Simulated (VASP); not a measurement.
Crystal: HgTe.

```
Hg Te
1.0
    -3.02516    3.02516    1.54894
     3.02516   -3.02516    1.54894
     3.02516    3.02516   -1.54894
Hg Te
1 1
Direct
  0.75000 0.25000 0.50000
  0.00000 0.00000 0.00000
```

Program: VASP 6.6.1. Alike in all runs: task single point; no spin polarisation; cell as given; k mesh 10 × 10 × 10; cutoff (eV) 520; smearing fermi-dirac 0.05 eV.

Q: Order these runs on this cell by their pressure, lowest first.
A. level LDA; potentials or basis VASP PAW LDA potentials, release 64 (Hg, Te)
B. level PBEsol; potentials or basis VASP PAW PBE potentials, release 64 (Hg, Te)
C. level r2SCAN; potentials or basis VASP PAW PBE potentials, release 64 (Hg, Te)

A: A (-4.0 GPa), B (-2.4 GPa), C (-0.1 GPa).

Caveats: the PAW data sets were made with another functional, which shifts forces and pressure a little (some runs).
